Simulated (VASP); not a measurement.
Wanted: the native input for a VASP 6.6.1 run.

- Task: single point
- Functional: LDA
- Potentials or basis: VASP PAW LDA potentials, release 64 (Cu)
- Cutoff: 520 eV
- k mesh: 15 × 15 × 15
- Occupations: fermi-dirac, width 0.1 eV
- Spin: no spin polarisation
- Dipole correction: no
- Further INCAR settings: ALGO = Normal; EDIFF = 1e-06; NBANDS = 12

The structure of Cu lies in POSCAR:

```
Cu
1.0
   -1.4220171711      1.4220171711      1.3517874442
    1.4220171711     -1.4220171711      1.3517874442
    1.4220171711      1.4220171711     -1.3517874442
Cu
1
Direct
    0.0000000000      0.0000000000      0.0000000000
```

The input as run:

INCAR

```
SYSTEM = Cu
ALGO     = Normal         ! electronic algorithm
EDIFF    = 1E-6           ! SCF threshold, eV
ENCUT    = 520            ! plane-wave cutoff, eV
GGA      = CA             ! functional
ISIF     = 2              ! what is computed and relaxed
ISMEAR   = -1             ! smearing method
LASPH    = .True.         ! aspherical terms in the spheres
LCHARG   = .True.         ! write CHGCAR
LELF     = .True.         ! ELF
LREAL    = .False.        ! projectors in reciprocal space
LVHAR    = .True.       
LWAVE    = .False.        ! write WAVECAR
NBANDS   = 12             ! bands
NELM     = 100            ! most SCF steps
PREC     = Accurate       ! precision mode
SIGMA    = 0.1            ! smearing width, eV
```

KPOINTS

```
k-points
0
Gamma
  15 15 15
  0 0 0
```

Potentials or basis: VASP PAW LDA potentials, release 64 (Cu).

The run is started by

```sh
$ cat potpaw_LDA.64/Cu/POTCAR > POTCAR
$ mpirun -np 1 vasp_std > vasp.out
```

It gave:

The pressure is 0.9 GPa.

Run time: 17 s on 1 thread of AMD EPYC 9R45 96-Core Processor (Zen 5) (shared host), peak memory 0.11 GiB.
